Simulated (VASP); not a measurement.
# SiC (P6_3mc) in VASP: notebook

SiC is run at these levels: r2SCAN; tasks: dielectric tensor.

Everything below comes from runs of VASP 6.6.1. Logs are shortened: lines on timing, memory, paths and dates and some standing lists are left out, and cuts for length are marked.

## 1. The cell of the first run

It takes space group P6_3mc (No. 186, hexagonal). The conventional cell has a = 2.983 Å, b = 2.983 Å, c = 4.897 Å, α = 90.00°, β = 90.00°, γ = 120.00°. Si (site symmetry 3m) has 4 C at 1.83 to 1.84 Å within 2.4 Å. C (site symmetry 3m) has 4 Si at 1.83 to 1.84 Å within 2.4 Å.

## 2. Dielectric tensor, r2SCAN (strain -3.0%)

Contents of INCAR:

```
ALGO = Normal
EDIFF = 1E-8
ENCUT = 520
ISIF = 2
ISMEAR = 0
LASPH = T
LCALCEPS = T
LCHARG = F
LMIXTAU = T
LREAL = F
LWAVE = F
METAGGA = R2SCAN
NELM = 100
PREC = Accurate
SIGMA = 0.01
```

Contents of KPOINTS:

```
k-points
0
Gamma
  9 9 4
```

Contents of POSCAR:

```
SiC
1.0
    2.9830955520      0.0000000000      0.0000000000
   -1.4915477760      2.5834365300      0.0000000000
    0.0000000000      0.0000000000      4.8966648483
Si C
2 2
Direct
    0.3333333333      0.6666666667     -0.0003328325
    0.6666666667      0.3333333333      0.4996671675
    0.3333333333      0.6666666667      0.3753328325
    0.6666666667      0.3333333333      0.8753328325
```

Potentials or basis: VASP PAW PBE potentials, release 64 (Si, C).

Run with:

```console
$ cat potpaw_PBE.64/Si/POTCAR potpaw_PBE.64/C/POTCAR > POTCAR
$ mpirun -np 1 vasp_std > vasp.out
```

OUTCAR:

```text
EDIFF = 1E-8
   ENCUT = 520
   ISIF = 2
   ISMEAR = 0
   LASPH = T
   LREAL = F
   METAGGA = R2SCAN
   NELM = 100
   PREC = Accurate

 ion  position               nearest neighbor table
   1  0.333  0.667  1.000-   4 1.83   4 1.83   4 1.83   3 1.84   2 2.99   2 2.99   2 2.99   2 2.99
                             2 2.99   2 2.99
   2  0.667  0.333  0.500-   3 1.83   3 1.83   3 1.83   4 1.84   1 2.99   1 2.99   1 2.99   1 2.99
                             1 2.99   1 2.99
   3  0.333  0.667  0.375-   2 1.83   2 1.83   2 1.83   1 1.84
   4  0.667  0.333  0.875-   1 1.83   1 1.83   1 1.83   2 1.84

  LATTYP: Found a hexagonal cell.
 ALAT       =     2.9830955520
 C/A-ratio  =     1.6414710032

  Lattice vectors:

 A1 = (   2.9830955520,   0.0000000000,   0.0000000000)
 A2 = (  -1.4915477760,   2.5834365300,   0.0000000000)
 A3 = (   0.0000000000,   0.0000000000,   4.8966648483)

Analysis of symmetry for initial positions (statically):
=====================================================================
 Subroutine PRICEL returns:
 Original cell was already a primitive cell.

 Routine SETGRP: Setting up the symmetry group for a
 hexagonal supercell.

 Subroutine GETGRP returns: Found 12 space group operations
 (whereof  6 operations were pure point group operations)
 out of a pool of 24 trial point group operations.

The static configuration has the point symmetry C_3v.
 The point group associated with its full space group is C_6v.

Analysis of symmetry for dynamics (positions and initial velocities):
=====================================================================
 Subroutine PRICEL returns:
 Original cell was already a primitive cell.

 Routine SETGRP: Setting up the symmetry group for a
 hexagonal supercell.

 Subroutine GETGRP returns: Found 12 space group operations
 (whereof  6 operations were pure point group operations)
 out of a pool of 24 trial point group operations.

The dynamic configuration has the point symmetry C_3v.
 The point group associated with its full space group is C_6v.

 Subroutine INISYM returns: Found 12 space group operations
 (whereof  6 operations are pure point group operations),
 and found     1 'primitive' translations

----------------------------------------------------------------------------------------

                                     Primitive cell

[... 162 lines left out ...]
      8       9.2127      2.00000
      9   10000.0000      0.00000
     10   10000.0000      0.00000
     11   10000.0000      0.00000
     12   10000.0000      0.00000
[... 331 lines left out ...]
 k-point    24 :       0.3333    0.3333    0.2500
  band No.  band energies     occupation
      1      -2.7665      2.00000
      2      -2.7665      2.00000
      3       1.6175      2.00000
      4       1.6175      2.00000
      5       2.0117      2.00000
      6       4.1719      2.00000
      7       6.1718      2.00000
      8       6.1718      2.00000
      9   10000.0000      0.00000
     10   10000.0000      0.00000
     11   10000.0000      0.00000
     12   10000.0000      0.00000

 [... further k-points ...]

------------------------ aborting loop because EDIFF is reached ----------------------------------------

            Ionic dipole moment: p[ion]=(     0.00000     0.00000    14.68999 ) |e| Angst

 Total electronic dipole moment: p[elc]=(    -0.00000    -0.00000    -0.10682 ) |e| Angst

 MACROSCOPIC STATIC DIELECTRIC TENSOR (including local field effects)
 ------------------------------------------------------
           6.251788     0.000000    -0.000000
           0.000000     6.251788     0.000000
           0.000000    -0.000000     6.580716
 ------------------------------------------------------

 PIEZOELECTRIC TENSOR (including local field effects) (e Angst)
          XX          YY          ZZ          XY          YZ          ZX
  --------------------------------------------------------------------------------
  x     0.00000    -0.00000     0.00000    -0.00000     0.00000     1.49068
  y    -0.00000     0.00000     0.00000    -0.00000     1.49068     0.00000
  z     1.12447     1.12447    -1.87609    -0.00000     0.00000     0.00000

 PIEZOELECTRIC TENSOR (including local field effects) (C/m^2)
          XX          YY          ZZ          XY          YZ          ZX
  --------------------------------------------------------------------------------
  x     0.00000    -0.00000     0.00000    -0.00000     0.00000     0.63289
  y    -0.00000     0.00000     0.00000    -0.00000     0.63289     0.00000
  z     0.47741     0.47741    -0.79652    -0.00000     0.00000     0.00000

 BORN EFFECTIVE CHARGES (including local field effects) (in |e|, cummulative output)
 ---------------------------------------------------------------------------------
 ion    1
    1     2.72405     0.00000     0.00000
    2     0.00000     2.72405     0.00000
    3    -0.00000     0.00000     2.92783
 ion    2
    1     2.72405     0.00000     0.00000
    2     0.00000     2.72405     0.00000
    3     0.00000     0.00000     2.92783
 ion    3
    1    -2.72405    -0.00000     0.00000
    2     0.00000    -2.72405     0.00000
    3     0.00000     0.00000    -2.92783
 ion    4
    1    -2.72405    -0.00000     0.00000
    2     0.00000    -2.72405     0.00000
    3     0.00000    -0.00000    -2.92783

  FORCE on cell =-STRESS in cart. coord.  units (eV):
  Direction    XX          YY          ZZ          XY          YZ          ZX
  --------------------------------------------------------------------------------------
  -------------------------------------------------------------------------------------
  Total        5.8265449      5.8265449      5.6868719      0.0000000      0.0000000      0.0000000
  in kB      247.3753020    247.3753020    241.4452627      0.0000000      0.0000000      0.0000000
  external PRESSURE =     245.3986222 kB  Pullay stress =       0.0000000 kB

 VOLUME and BASIS-vectors are now :
 -----------------------------------------------------------------------------
  energy-cutoff  :      520.00
  volume of cell :       37.74
      direct lattice vectors                 reciprocal lattice vectors
     2.983095552  0.000000000  0.000000000     0.335222249  0.193540656  0.000000000
    -1.491547776  2.583436530  0.000000000     0.000000000  0.387081311  0.000000000
     0.000000000  0.000000000  4.896664848     0.000000000  0.000000000  0.204220634

 POSITION                                       TOTAL-FORCE (eV/Angst)
 -----------------------------------------------------------------------------------
     -0.00000      1.72229      4.89504        -0.000000      0.000000     -0.001763
      1.49155      0.86115      2.44670         0.000000     -0.000000     -0.001763
     -0.00000      1.72229      1.83788         0.000000      0.000000      0.001763
      1.49155      0.86115      4.28621        -0.000000      0.000000      0.001763
 -----------------------------------------------------------------------------------
    total drift:                               -0.000000      0.000000      0.001252

  FREE ENERGIE OF THE ION-ELECTRON SYSTEM (eV)
  ---------------------------------------------------
  free  energy   TOTEN  =       -38.3809612869 eV

  energy  without entropy=      -38.3809612869  energy(sigma->0) =      -38.38096129
```

OSZICAR:

```text
N       E                     dE             d eps       ncg     rms          rms(c)
DAV:   1     0.282728986188E+02    0.28273E+02   -0.79176E+03   864   0.125E+03
DAV:   2    -0.418547297710E+02   -0.70128E+02   -0.64133E+02  1256   0.200E+02
[... 12 lines left out ...]
DMP:   8    -0.383809610689E+02   -0.55428E-07   -0.70014E-07   900   0.300E-06  -0.241E-06
DMP:   9    -0.383809610889E+02   -0.19989E-07   -0.85879E-07   900   0.248E-06  -0.642E-07
DMP:  10    -0.383809611491E+02   -0.60172E-07   -0.81588E-07   900   0.158E-06   0.893E-07
DMP:  11    -0.383809612122E+02   -0.63180E-07   -0.54816E-07   900   0.828E-07   0.104E-06
DMP:  12    -0.383809612552E+02   -0.43002E-07   -0.30120E-07   900   0.399E-07   0.681E-07
DMP:  13    -0.383809612780E+02   -0.22719E-07   -0.14276E-07   900   0.178E-07   0.344E-07
DMP:  14    -0.383809612869E+02   -0.89406E-08   -0.56733E-08   900   0.717E-08   0.135E-07
   1 F= -.38380961E+02 E0= -.38380961E+02  d E =-.126905E-17
```

Wall time 18 min (1 thread of Intel Xeon Platinum 8488C (Sapphire Rapids), shared host); peak memory 0.4 GiB.

Results:

| Quantity | Value |
| --- | --- |
| Band gap on the k mesh | 2.52 eV, indirect (least direct gap 4.74 eV) |
| Electronic dielectric tensor (diagonal) | 6.25, 6.25, 6.58 |
| Born charges (mean of the diagonal) | Si +2.79; C -2.79 e |

Levels at points of the mesh, in eV from the valence-band top:
```tsv
k point	band 6	band 7	band 8	band 9	band 10	band 11
(0.00, 0.00, 0.00)	-0.12	0.00	0.00	6.23	7.78	7.80
(0.00, 0.00, 0.50)	-0.77	-0.77	-0.77	7.35	7.35	8.44
```

Electronic dielectric tensor:
```
6.25 0.00 0.00
0.00 6.25 0.00
0.00 0.00 6.58
```

Born effective charge tensors (e):
atom 1, Si
```
2.72 0.00 0.00
0.00 2.72 0.00
0.00 0.00 2.93
```
atom 2, Si
```
2.72 0.00 0.00
0.00 2.72 0.00
0.00 0.00 2.93
```
atom 3, C
```
-2.72  0.00  0.00
 0.00 -2.72  0.00
 0.00  0.00 -2.93
```
atom 4, C
```
-2.72  0.00  0.00
 0.00 -2.72  0.00
 0.00  0.00 -2.93
```

Dipole moments of the cell (e·Å, modulo the quantum): ionic 0.000, 0.000, 14.690; electronic 0.000, 0.000, -0.107

Caveat: the cell differs from its parent crystal (strain -3.0%); the PAW data sets were made with another functional, which shifts forces and pressure a little. A k mesh can miss the band edges.

## 3. Dielectric tensor, r2SCAN (strain -2.0%)

Contents of INCAR:

```
SYSTEM = SiC
PREC     = Accurate       ! precision mode
ENCUT    = 520            ! plane-wave cutoff, eV
EDIFF    = 1E-8           ! SCF threshold, eV
ISMEAR   = 0              ! smearing method
SIGMA    = 0.01           ! smearing width, eV
LREAL    = .False.        ! projectors in reciprocal space
LASPH    = .True.         ! aspherical terms in the spheres
NELM     = 60             ! most SCF steps
ALGO     = Normal         ! electronic algorithm
ISIF     = 2              ! what is computed and relaxed
LWAVE    = .False.        ! write WAVECAR
LCHARG   = .False.        ! write CHGCAR
METAGGA  = R2SCAN         ! meta-GGA
LMIXTAU  = .True.       
LCALCEPS = .True.
```

Contents of KPOINTS:

```
Automatic mesh
0
Gamma
  9 9 4
  0 0 0
```

Contents of POSCAR:

```
SiC
1.0
    3.0138491144      0.0000000000      0.0000000000
   -1.5069245572      2.6100698963      0.0000000000
    0.0000000000      0.0000000000      4.9471459292
Si C
2 2
Direct
    0.3333333333      0.6666666667     -0.0003531274
    0.6666666667      0.3333333333      0.4996468726
    0.3333333333      0.6666666667      0.3753531274
    0.6666666667      0.3333333333      0.8753531274
```

Potentials or basis: VASP PAW PBE potentials, release 64 (Si, C).

Run with:

```console
$ cat potpaw_PBE.64/Si/POTCAR potpaw_PBE.64/C/POTCAR > POTCAR
$ mpirun -np 1 vasp_std > vasp.out
```

OUTCAR:

```text
SYSTEM = SiC
   PREC = Accurate
   ENCUT = 520
   EDIFF = 1E-8
   ISMEAR = 0
   LREAL = .False.
   LASPH = .True.
   NELM = 60
   ISIF = 2
   METAGGA = R2SCAN

 ion  position               nearest neighbor table
   1  0.333  0.667  1.000-   4 1.85   4 1.85   4 1.85   3 1.86   2 3.02   2 3.02   2 3.02   2 3.02
                             2 3.02   2 3.02
   2  0.667  0.333  0.500-   3 1.85   3 1.85   3 1.85   4 1.86   1 3.02   1 3.02   1 3.02   1 3.02
                             1 3.02   1 3.02
   3  0.333  0.667  0.375-   2 1.85   2 1.85   2 1.85   1 1.86
   4  0.667  0.333  0.875-   1 1.85   1 1.85   1 1.85   2 1.86

  LATTYP: Found a hexagonal cell.
 ALAT       =     3.0138491144
 C/A-ratio  =     1.6414710032

  Lattice vectors:

 A1 = (   3.0138491144,   0.0000000000,   0.0000000000)
 A2 = (  -1.5069245572,   2.6100698963,   0.0000000000)
 A3 = (   0.0000000000,   0.0000000000,   4.9471459292)

Analysis of symmetry for initial positions (statically):
=====================================================================
 Subroutine PRICEL returns:
 Original cell was already a primitive cell.

 Routine SETGRP: Setting up the symmetry group for a
 hexagonal supercell.

 Subroutine GETGRP returns: Found 12 space group operations
 (whereof  6 operations were pure point group operations)
 out of a pool of 24 trial point group operations.

The static configuration has the point symmetry C_3v.
 The point group associated with its full space group is C_6v.

Analysis of symmetry for dynamics (positions and initial velocities):
=====================================================================
 Subroutine PRICEL returns:
 Original cell was already a primitive cell.

 Routine SETGRP: Setting up the symmetry group for a
[... 535 lines left out ...]

 Total electronic dipole moment: p[elc]=(    -0.00000    -0.00000    -0.10560 ) |e| Angst

 MACROSCOPIC STATIC DIELECTRIC TENSOR (including local field effects)
 ------------------------------------------------------
           6.315556     0.000000     0.000000
           0.000000     6.315556     0.000000
           0.000000     0.000000     6.640995
 ------------------------------------------------------

 PIEZOELECTRIC TENSOR (including local field effects) (e Angst)
          XX          YY          ZZ          XY          YZ          ZX
  --------------------------------------------------------------------------------
  x     0.00000    -0.00000     0.00000     0.00000     0.00000     1.50057
  y    -0.00000     0.00000     0.00000     0.00000     1.50056     0.00000
  z     1.15536     1.15536    -1.94905     0.00000     0.00000     0.00000

 PIEZOELECTRIC TENSOR (including local field effects) (C/m^2)
          XX          YY          ZZ          XY          YZ          ZX
  --------------------------------------------------------------------------------
  x     0.00000    -0.00000     0.00000     0.00000     0.00000     0.61778
  y    -0.00000     0.00000     0.00000     0.00000     0.61778     0.00000
  z     0.47566     0.47566    -0.80242     0.00000     0.00000     0.00000

 BORN EFFECTIVE CHARGES (including local field effects) (in |e|, cummulative output)
 ---------------------------------------------------------------------------------
 ion    1
    1     2.70259     0.00000     0.00000
    2     0.00000     2.70259    -0.00000
    3    -0.00000     0.00000     2.90229
 ion    2
    1     2.70259     0.00000     0.00000
    2    -0.00000     2.70259    -0.00000
    3     0.00000    -0.00000     2.90229
 ion    3
    1    -2.70259     0.00000     0.00000
    2     0.00000    -2.70259    -0.00000
    3     0.00000     0.00000    -2.90229
 ion    4
    1    -2.70259     0.00000     0.00000
    2     0.00000    -2.70259    -0.00000
    3    -0.00000     0.00000    -2.90229

  FORCE on cell =-STRESS in cart. coord.  units (eV):
  Direction    XX          YY          ZZ          XY          YZ          ZX
  --------------------------------------------------------------------------------------
  -------------------------------------------------------------------------------------
  Total        3.7399595      3.7399595      3.6537425      0.0000000      0.0000000      0.0000000
  in kB      153.9746105    153.9746105    150.4250465      0.0000000      0.0000000      0.0000000
  external PRESSURE =     152.7914225 kB  Pullay stress =       0.0000000 kB

 VOLUME and BASIS-vectors are now :
 -----------------------------------------------------------------------------
  energy-cutoff  :      520.00
  volume of cell :       38.92
      direct lattice vectors                 reciprocal lattice vectors
     3.013849114  0.000000000  0.000000000     0.331801614  0.191565751  0.000000000
    -1.506924557  2.610069896  0.000000000     0.000000000  0.383131502  0.000000000
     0.000000000  0.000000000  4.947145929     0.000000000  0.000000000  0.202136750

 POSITION                                       TOTAL-FORCE (eV/Angst)
 -----------------------------------------------------------------------------------
     -0.00000      1.74005      4.94540         0.000000     -0.000000     -0.001728
      1.50692      0.87002      2.47183        -0.000000      0.000000     -0.001728
     -0.00000      1.74005      1.85693        -0.000000      0.000000      0.001728
      1.50692      0.87002      4.33050        -0.000000      0.000000      0.001728
 -----------------------------------------------------------------------------------
    total drift:                               -0.000000      0.000000      0.000351

  FREE ENERGIE OF THE ION-ELECTRON SYSTEM (eV)
  ---------------------------------------------------
  free  energy   TOTEN  =       -38.5271126323 eV

  energy  without entropy=      -38.5271126323  energy(sigma->0) =      -38.52711263
```

OSZICAR:

```text
N       E                     dE             d eps       ncg     rms          rms(c)
DAV:   1     0.273012125840E+02    0.27301E+02   -0.78129E+03   864   0.124E+03
DAV:   2    -0.419360593964E+02   -0.69237E+02   -0.64247E+02  1296   0.196E+02
[... 12 lines left out ...]
DMP:   8    -0.385271124051E+02   -0.55774E-07   -0.69671E-07   900   0.310E-06  -0.261E-06
DMP:   9    -0.385271124260E+02   -0.20846E-07   -0.86963E-07   900   0.256E-06  -0.750E-07
DMP:  10    -0.385271124890E+02   -0.63027E-07   -0.83092E-07   900   0.163E-06   0.868E-07
DMP:  11    -0.385271125543E+02   -0.65343E-07   -0.56433E-07   900   0.865E-07   0.105E-06
DMP:  12    -0.385271125988E+02   -0.44478E-07   -0.31677E-07   900   0.425E-07   0.705E-07
DMP:  13    -0.385271126226E+02   -0.23765E-07   -0.15341E-07   900   0.192E-07   0.369E-07
DMP:  14    -0.385271126323E+02   -0.97621E-08   -0.61530E-08   900   0.762E-08   0.149E-07
   1 F= -.38527113E+02 E0= -.38527113E+02  d E =-.322756E-17
```

stdout:

```text
POSCAR found type information on POSCAR SiC
 POSCAR found :  2 types and       4 ions
 scaLAPACK will be used
 -----------------------------------------------------------------------------
|                                                                             |
[... 114 lines left out ...]
 p_tot=(  0.788E-10 -0.282E-09  0.147E+02 )
dp_tot=(  0.190E-08 -0.305E-08  0.126E-01 )  diag[e(oo)]=(    ---      ---    6.83742 )
 p_tot=(  0.282E-10 -0.288E-09  0.147E+02 )
dp_tot=(  0.184E-08 -0.305E-08  0.125E-01 )  diag[e(oo)]=(    ---      ---    6.81025 )
 p_tot=( -0.145E-10 -0.262E-09  0.147E+02 )
dp_tot=(  0.180E-08 -0.303E-08  0.124E-01 )  diag[e(oo)]=(    ---      ---    6.78150 )
 p_tot=( -0.391E-10 -0.228E-09  0.147E+02 )
dp_tot=(  0.178E-08 -0.300E-08  0.124E-01 )  diag[e(oo)]=(    ---
```

Run time: 19 min. Hardware: 1 thread of Intel Xeon Platinum 8488C (Sapphire Rapids), shared host; peak memory 0.43 GiB.

Results:

- Band gap on the k mesh: 2.56 eV, indirect (least direct gap 4.67 eV)
- Electronic dielectric tensor (diagonal): 6.32, 6.32, 6.64
- Born charges (mean of the diagonal): Si +2.77; C -2.77 e

Levels at points of the mesh, in eV from the valence-band top:
```
           k point  band 6  band 7  band 8  band 9  band 10  band 11
(0.00, 0.00, 0.00)   -0.12    0.00    0.00    5.94     7.45     7.59
(0.00, 0.00, 0.50)   -0.76   -0.76   -0.76    7.06     7.06     8.25
```

Electronic dielectric tensor:
```
6.32 0.00 0.00
0.00 6.32 0.00
0.00 0.00 6.64
```

Born effective charge tensors (e):
atom 1, Si
```
2.70 0.00 0.00
0.00 2.70 0.00
0.00 0.00 2.90
```
atom 2, Si
```
2.70 0.00 0.00
0.00 2.70 0.00
0.00 0.00 2.90
```
atom 3, C
```
-2.70  0.00  0.00
 0.00 -2.70  0.00
 0.00  0.00 -2.90
```
atom 4, C
```
-2.70  0.00  0.00
 0.00 -2.70  0.00
 0.00  0.00 -2.90
```

Dipole moments of the cell (e·Å, modulo the quantum): ionic 0.000, 0.000, 14.841; electronic 0.000, 0.000, -0.106

Caveat: the cell differs from its parent crystal (strain -2.0%); the PAW data sets were made with another functional, which shifts forces and pressure a little. A k mesh can miss the band edges.
